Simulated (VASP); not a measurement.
# HgSe (F-43m) in VASP: further runs, part 2 of 2

VASP 6.6.1. The steps go on from the part before.

### 4 Electric field gradients, PBE (volume scaled by 1.04)

Contents of INCAR:

```
PREC     = Accurate       # precision mode
ENCUT    = 400            # plane-wave cutoff, eV
EDIFF    = 1E-8           # SCF threshold, eV
ISMEAR   = -1             # smearing method
SIGMA    = 0.02           # smearing width, eV
LREAL    = F              # projectors in reciprocal space
LASPH    = T              # aspherical terms in the spheres
NELM     = 120            # most SCF steps
ALGO     = Normal         # electronic algorithm
ISIF     = 2              # what is computed and relaxed
LWAVE    = F              # write WAVECAR
LCHARG   = F              # write CHGCAR
GGA      = PE             # functional
LEFG     = T            
NBANDS   = 16             # bands
GGA_COMPAT= F
```

Contents of KPOINTS:

```
Automatic mesh
0
Gamma
  9 9 9
```

Contents of POSCAR:

```
HgSe
1.0
    0.0000000000      3.0759519500      3.0759519500
    3.0759519500      0.0000000000      3.0759519500
    3.0759519500      3.0759519500      0.0000000000
Hg Se
1 1
Direct
    0.0000000000      0.0000000000      0.0000000000
    0.7500000000      0.7500000000      0.7500000000
```

Potentials or basis: VASP PAW PBE potentials, release 64 (Hg, Se).

Started as:

```sh
$ cat potpaw_PBE.64/Hg/POTCAR potpaw_PBE.64/Se/POTCAR > POTCAR
$ mpirun -np 1 vasp_std > vasp.out
```

OUTCAR:

```text
PREC = Accurate
   ENCUT = 400
   EDIFF = 1E-8
   ISMEAR = -1
   LREAL = F
   LASPH = T
   NELM = 120
   ISIF = 2
   GGA = PE

 ion  position               nearest neighbor table
   1  0.000  0.000  0.000-   2 2.66   2 2.66   2 2.66   2 2.66
   2  0.750  0.750  0.750-   1 2.66   1 2.66   1 2.66   1 2.66

  LATTYP: Found a face centered cubic cell.
 ALAT       =     6.1519039000

  Lattice vectors:

 A1 = (   0.0000000000,   3.0759519500,   3.0759519500)
 A2 = (   3.0759519500,   0.0000000000,   3.0759519500)
 A3 = (   3.0759519500,   3.0759519500,   0.0000000000)

Analysis of symmetry for initial positions (statically):
=====================================================================
 Subroutine PRICEL returns:
 Original cell was already a primitive cell.

 Routine SETGRP: Setting up the symmetry group for a
 face centered cubic supercell.

 Subroutine GETGRP returns: Found 24 space group operations
 (whereof 24 operations were pure point group operations)
 out of a pool of 48 trial point group operations.

The static configuration has the point symmetry T_d .

Analysis of symmetry for dynamics (positions and initial velocities):
=====================================================================
 Subroutine PRICEL returns:
 Original cell was already a primitive cell.

 Routine SETGRP: Setting up the symmetry group for a
 face centered cubic supercell.

 Subroutine GETGRP returns: Found 24 space group operations
 (whereof 24 operations were pure point group operations)
 out of a pool of 48 trial point group operations.

The dynamic configuration has the point symmetry T_d .

 Subroutine INISYM returns: Found 24 space group operations
 (whereof 24 operations are pure point group operations),
 and found     1 'primitive' translations

----------------------------------------------------------------------------------------

                                     Primitive cell

  volume of cell :      58.2061

  direct lattice vectors                    reciprocal lattice vectors
     0.000000000  3.075951950  3.075951950    -0.162551304  0.162551304  0.162551304
     3.075951950  0.000000000  3.075951950     0.162551304 -0.162551304  0.162551304
     3.075951950  3.075951950  0.000000000     0.162551304  0.162551304 -0.162551304

  length of vectors
     4.350052965  4.350052965  4.350052965     0.281547117  0.281547117  0.281547117

  position of ions in fractional coordinates (direct lattice)
     0.000000000  0.000000000  0.000000000
     0.750000000  0.750000000  0.750000000

  ion indices of the primitive-cell ions
   primitive index   ion index
                 1           1
                 2           2

----------------------------------------------------------------------------------------

 KPOINTS: Automatic mesh

Automatic generation of k-mesh.
 Grid dimensions read from file:
 generate k-points for:    9    9    9

 Generating k-lattice:

[... 62 lines left out ...]
   LREAL  =      F    real-space projection
   EDIFFG = 0.1E-06   stopping-criterion for IOM
   NSW    =      0    number of steps for IOM
   IBRION =     -1    ionic relax: 0-MD 1-quasi-New 2-CG
   NFREE  =      0    steps in history (QN), initial steepest desc. (CG)
   ISIF   =      2    stress and relaxation
   ISYM   =      2    0-nonsym 1-usesym 2-fastsym
   POTIM  = 0.5000    time-step for ionic-motion
   TEBEG  =    0.0;   TEEND  =   0.0 temperature during run
   PSTRESS=    0.0 pullay stress
   NELECT =      18.0000    total number of electrons
   NUPDOWN=      -1.0000    fix difference up-down
   EMIN   =  10.00;   EMAX   =-10.00  energy-range for DOS
   EFERMI =   0.00;   METHOD = LEGACY
   ISMEAR =    -1;   SIGMA  =   0.02  broadening in eV -4-tet -1-fermi 0-gaus
   EFERMI_NEDOS =   21; number of points for ismear=-14 and -15
   IALGO  =     38    algorithm
   IMIX   =      4    mixing-type and parameters
     AMIX     =   0.40;   BMIX     =  1.00
     AMIX_MAG =   1.60;   BMIX_MAG =  1.00
  volume/ion in A,a.u.               =      29.10       196.40
  Fermi-wavevector in a.u.,A,eV,Ry     =   1.107073  2.092064 16.675434  1.225610
  Thomas-Fermi vector in A             =   2.243582
   LORBIT       =      0    0 simple, 1 ext, 2 COOP (PROOUT), +10 PAW based schemes
   GGA     = PE    functional components
   LHFCALC =     F    Hartree Fock is set to
   AEXX    =    0.0000 exact exchange contribution
   IVDW    =     0    specifies the selected vdW correction
   LEPSILON=     F    determine dielectric tensor
   LRPA    =     F    only Hartree local field effects (RPA)
 non-spin polarized calculation
  energy-cutoff  :      400.00
  volume of cell :       58.21
 maximum number of plane-waves:      1070
   NGX = 15   NGY = 15   NGZ = 15

 number of electron      18.0000008 magnetization

 Free energy of the ion-electron system (eV)
  ---------------------------------------------------
  ext. energy  EPLUGINS =         0.00000000
  ---------------------------------------------------
  free energy    TOTEN  =        -4.05974569 eV

  energy without entropy =       -4.05963271  energy(sigma->0) =       -4.05968920

 E-fermi :   1.4385     XC(G=0):  -8.8879

 val. band max:        1.4240070019   @ k =   0.0000   0.0000   0.0000
 cond. band min:       1.9399202517   @ k =   0.1111   0.0000   0.0000
 fundamental gap:      0.5159132498
 Fermi energy:         1.4385055830

 k-point     1 :       0.0000    0.0000    0.0000
  band No.  band energies     occupation
      1     -11.8031      2.00000
      2      -5.5461      2.00000
      3      -5.5461      2.00000
      4      -5.5461      2.00000
      5      -4.8595      2.00000
      6      -4.8595      2.00000
[... 433 lines left out ...]
      3      -5.0960      2.00000
      4      -5.0960      2.00000
      5      -4.7597      2.00000
      6      -4.6036      2.00000
[... 8 lines left out ...]
     15      13.1289      0.00000
     16      14.7455      0.00000

 [... further k-points ...]
[... 5 lines left out ...]
  --------------------------------------------------------------------------------------
  -------------------------------------------------------------------------------------
  Total        1.0069883      1.0069883      1.0069883     -0.0000000      0.0000000     -0.0000000
  in kB       27.7182851     27.7182851     27.7182851     -0.0000000      0.0000000     -0.0000000
  external PRESSURE =      27.7182851 kB  Pullay stress =       0.0000000 kB

 VOLUME and BASIS-vectors are now :
 -----------------------------------------------------------------------------
  energy-cutoff  :      400.00
  volume of cell :       58.21
      direct lattice vectors                 reciprocal lattice vectors
     0.000000000  3.075951950  3.075951950    -0.162551304  0.162551304  0.162551304
     3.075951950  0.000000000  3.075951950     0.162551304 -0.162551304  0.162551304
     3.075951950  3.075951950  0.000000000     0.162551304  0.162551304 -0.162551304

 POSITION                                       TOTAL-FORCE (eV/Angst)
 -----------------------------------------------------------------------------------
      0.00000      0.00000      0.00000         0.000000      0.000000      0.000000
      4.61393      4.61393      4.61393        -0.000000     -0.000000     -0.000000
 -----------------------------------------------------------------------------------
    total drift:                                0.000000      0.000000      0.000000

  FREE ENERGIE OF THE ION-ELECTRON SYSTEM (eV)
  ---------------------------------------------------
  free  energy   TOTEN  =        -4.0597456851 eV

  energy  without entropy=       -4.0596327060  energy(sigma->0) =       -4.05968920

 Electric field gradients (V/A^2)
---------------------------------------------------------------------
 ion       V_xx      V_yy      V_zz      V_xy      V_xz      V_yz
---------------------------------------------------------------------
   1      -0.000    -0.000     0.000    -0.001    -0.001    -0.001
   2      -0.000     0.000    -0.000     0.000     0.000     0.000
---------------------------------------------------------------------

 Electric field gradients after diagonalization (V/A^2)
 (convention: |V_zz| > |V_xx| > |V_yy|)
----------------------------------------------------------------------
 ion       V_xx      V_yy      V_zz     asymmetry (V_yy - V_xx)/ V_zz
----------------------------------------------------------------------
   1       0.001     0.001    -0.002       0.000
   2      -0.000    -0.000     0.001       0.000
----------------------------------------------------------------------

           NMR quadrupolar parameters

 Cq : quadrupolar parameter    Cq=e*Q*V_zz/h
 eta: asymmetry parameters     (V_yy - V_xx)/ V_zz
 Q  : nuclear electric quadrupole moment in mb (millibarn)
----------------------------------------------------------------------
 ion       Cq(MHz)       eta       Q (mb)
----------------------------------------------------------------------
   1      -0.000       0.000       1.000
   2       0.000       0.000       1.000
----------------------------------------------------------------------
```

Wall time 37 s (1 thread of Intel Xeon 8259CL, shared host); peak memory 0.17 GiB.

Results:

| Quantity | Value |
| --- | --- |
| Free energy | -4.0597 eV |
| Pressure | 2.8 GPa |
| Band gap on the k mesh | zero (filled and empty bands touch) |

Caveat: without QUAD_EFG the Cq values of the log hold for a quadrupole moment of 1 mb, not for the nuclei; spin-orbit coupling is left out, which moves the levels of the heavy elements.

### 5 Electric field gradients, PBE (volume scaled by 1.04)

Contents of INCAR:

```
SYSTEM = HgSe
ALGO = Normal
EDIFF = 1E-8
ENCUT = 400
GGA = PE
GGA_COMPAT = .False.
ISIF = 2
ISMEAR = -1
LASPH = .True.
LCHARG = .False.
LEFG = .True.
LREAL = .False.
LWAVE = .False.
NBANDS = 16
NELM = 120
PREC = Accurate
SIGMA = 0.02
```

Contents of KPOINTS:

```
k-points
0
Gamma
  9 9 9
  0 0 0
```

POSCAR is that of step 4.

Potentials or basis: VASP PAW PBE potentials, release 64 (Hg, Se).

Started as:

```sh
$ cat potpaw_PBE.64/Hg/POTCAR potpaw_PBE.64/Se/POTCAR > POTCAR
$ mpirun -np 1 vasp_std > vasp.out
```

OUTCAR:

```text
SYSTEM = HgSe
   EDIFF = 1E-8
   ENCUT = 400
   GGA = PE
   ISIF = 2
   ISMEAR = -1
   LASPH = .True.
   LREAL = .False.
   NELM = 120
   PREC = Accurate

 ion  position               nearest neighbor table
   1  0.000  0.000  0.000-   2 2.66   2 2.66   2 2.66   2 2.66
   2  0.750  0.750  0.750-   1 2.66   1 2.66   1 2.66   1 2.66

  LATTYP: Found a face centered cubic cell.
 ALAT       =     6.1519039000

  Lattice vectors:

 A1 = (   0.0000000000,   3.0759519500,   3.0759519500)
 A2 = (   3.0759519500,   0.0000000000,   3.0759519500)
 A3 = (   3.0759519500,   3.0759519500,   0.0000000000)

Analysis of symmetry for initial positions (statically):
=====================================================================
 Subroutine PRICEL returns:
 Original cell was already a primitive cell.

 Routine SETGRP: Setting up the symmetry group for a
 face centered cubic supercell.

 Subroutine GETGRP returns: Found 24 space group operations
[... 642 lines left out ...]
  volume of cell :       58.21
      direct lattice vectors                 reciprocal lattice vectors
     0.000000000  3.075951950  3.075951950    -0.162551304  0.162551304  0.162551304
     3.075951950  0.000000000  3.075951950     0.162551304 -0.162551304  0.162551304
     3.075951950  3.075951950  0.000000000     0.162551304  0.162551304 -0.162551304

 POSITION                                       TOTAL-FORCE (eV/Angst)
 -----------------------------------------------------------------------------------
      0.00000      0.00000      0.00000         0.000000      0.000000      0.000000
      4.61393      4.61393      4.61393        -0.000000     -0.000000     -0.000000
 -----------------------------------------------------------------------------------
    total drift:                                0.000000      0.000000      0.000000

  FREE ENERGIE OF THE ION-ELECTRON SYSTEM (eV)
  ---------------------------------------------------
  free  energy   TOTEN  =        -4.0597456851 eV

  energy  without entropy=       -4.0596327060  energy(sigma->0) =       -4.05968920

 Electric field gradients (V/A^2)
---------------------------------------------------------------------
 ion       V_xx      V_yy      V_zz      V_xy      V_xz      V_yz
---------------------------------------------------------------------
   1      -0.000    -0.000     0.000    -0.001    -0.001    -0.001
   2      -0.000     0.000    -0.000     0.000     0.000     0.000
---------------------------------------------------------------------

 Electric field gradients after diagonalization (V/A^2)
 (convention: |V_zz| > |V_xx| > |V_yy|)
----------------------------------------------------------------------
 ion       V_xx      V_yy      V_zz     asymmetry (V_yy - V_xx)/ V_zz
----------------------------------------------------------------------
   1       0.001     0.001    -0.002       0.000
   2      -0.000    -0.000     0.001       0.000
----------------------------------------------------------------------

           NMR quadrupolar parameters

 Cq : quadrupolar parameter    Cq=e*Q*V_zz/h
 eta: asymmetry parameters     (V_yy - V_xx)/ V_zz
 Q  : nuclear electric quadrupole moment in mb (millibarn)
----------------------------------------------------------------------
 ion       Cq(MHz)       eta       Q (mb)
----------------------------------------------------------------------
   1      -0.000       0.000       1.000
   2       0.000       0.000       1.000
----------------------------------------------------------------------
```

OSZICAR:

```text
N       E                     dE             d eps       ncg     rms          rms(c)
DAV:   1     0.947231901121E+02    0.94723E+02   -0.74095E+03  1152   0.809E+02
DAV:   2    -0.111710409060E+01   -0.95840E+02   -0.90133E+02  1344   0.219E+02
DAV:   3    -0.435388156748E+01   -0.32368E+01   -0.32303E+01  1304   0.414E+01
DAV:   4    -0.436582664821E+01   -0.11945E-01   -0.11945E-01  1424   0.262E+00
DAV:   5    -0.436589089223E+01   -0.64244E-04   -0.64244E-04  1368   0.169E-01    0.739E+00
DAV:   6    -0.407103549898E+01    0.29486E+00   -0.48743E-01  1624   0.977E+00    0.585E+00
DAV:   7    -0.406063763729E+01    0.10398E-01   -0.11525E-01  1272   0.239E+00    0.262E+00
DAV:   8    -0.405985688484E+01    0.78075E-03   -0.13822E-02  1280   0.140E+00    0.191E-01
DAV:   9    -0.405972574366E+01    0.13114E-03   -0.14753E-03  1408   0.538E-01    0.634E-02
DAV:  10    -0.405973063987E+01   -0.48962E-05   -0.14727E-04  1424   0.152E-01    0.313E-02
DAV:  11    -0.405974722749E+01   -0.16588E-04   -0.55083E-05  1368   0.719E-02    0.223E-02
DAV:  12    -0.405974558884E+01    0.16386E-05   -0.82629E-06  1312   0.388E-02    0.688E-03
DAV:  13    -0.405974561888E+01   -0.30030E-07   -0.89927E-07  1304   0.612E-03    0.320E-03
DAV:  14    -0.405974568168E+01   -0.62809E-07   -0.16082E-07  1328   0.259E-03    0.137E-03
DAV:  15    -0.405974568508E+01   -0.33951E-08   -0.55818E-09  1200   0.625E-04
   1 F= -.40597457E+01 E0= -.40596892E+01  d E =-.112979E-03
```

stdout:

```text
POSCAR found type information on POSCAR HgSe
 POSCAR found :  2 types and       2 ions
 scaLAPACK will be used
 LDA part: xc-table for (Slater+PW92), standard interpolation
 POSCAR, INCAR and KPOINTS ok, starting setup
 FFT: planning ... GRIDC
 FFT: planning ... GRID_SOFT
 FFT: planning ... GRID
 WAVECAR not read
 entering main loop
ion   1

ion   2
```

It took 69 s on 1 thread of Intel Xeon 8259CL, shared host; peak memory 0.17 GiB.

What came out:

| Item | Value |
| --- | --- |
| Free energy | -4.0597 eV |
| Pressure | 2.8 GPa |
| Band gap on the k mesh | zero (filled and empty bands touch) |

Caveat: without QUAD_EFG the Cq values of the log hold for a quadrupole moment of 1 mb, not for the nuclei; spin-orbit coupling is left out, which moves the levels of the heavy elements.

### 6 Overview

```csv
cell,gap on the mesh (eV),pressure (GPa)
"a = 4.236 Å, angles 60.0°, 2 atoms",none,8.2
"a = 4.294 Å, angles 60.0°, 2 atoms",none,5.2
"a = 4.350 Å, angles 60.0°, 2 atoms",none,2.8
```

Alike in all rows: task electric field gradients; level PBE; potentials or basis VASP PAW PBE potentials, release 64 (Hg, Se); no spin polarisation; k mesh 9 × 9 × 9; cutoff (eV) 400; smearing fermi-dirac 0.02 eV.

Caveats: spin-orbit coupling is left out, which moves the levels of the heavy elements.

Absolute energies hang on the potentials; compare differences alone.
